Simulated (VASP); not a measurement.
Wanted: the native input for a VASP 6.6.1 run.

```
Task                   : single point
Functional             : PBE
Potentials or basis    : VASP PAW PBE potentials, release 64 (Hg, Te)
Cutoff                 : 520 eV
k mesh                 : 11 × 11 × 11
Occupations            : fermi-dirac, width 0.03 eV
Spin                   : no spin polarisation
Dipole correction      : no
Further INCAR settings : ALGO = Normal; EDIFF = 1e-06; NBANDS = 16
```

The structure of HgTe lies in POSCAR:

```
HgTe
1.0
    0.0000000000      3.2867219331      3.2867219331
    3.2867219331      0.0000000000      3.2867219331
    3.2867219331      3.2867219331      0.0000000000
Hg Te
1 1
Direct
    0.0000000000      0.0000000000      0.0000000000
    0.7500000000      0.7500000000      0.7500000000
```

One way to write it, as run:

INCAR

```
SYSTEM = HgTe
PREC = Accurate
ENCUT = 520
EDIFF = 1E-6
ISMEAR = -1
SIGMA = 0.03
LREAL = .FALSE.
LASPH = .TRUE.
NELM = 80
ALGO = Normal
ISIF = 2
LWAVE = .FALSE.
LCHARG = .FALSE.
GGA = PE
NBANDS = 16
```

KPOINTS

```
regular mesh
0
G
  11 11 11
  0 0 0
```

Potentials or basis: VASP PAW PBE potentials, release 64 (Hg, Te).

The run is started by

```sh
$ cat potpaw_PBE.64/Hg/POTCAR potpaw_PBE.64/Te/POTCAR > POTCAR
$ mpirun -np 1 vasp_std > vasp.out
```

It gave:

```
Pressure               : 1.4 GPa
Band gap on the k mesh : zero (filled and empty bands touch)
```

Caveat: semilocal functionals underestimate gaps, so a narrow gap can read as zero; spin-orbit coupling is left out, which moves the levels of the heavy elements.

Run time: 81 s on 1 thread of Intel Xeon 8259CL, on a shared host, peak memory 0.24 GiB.
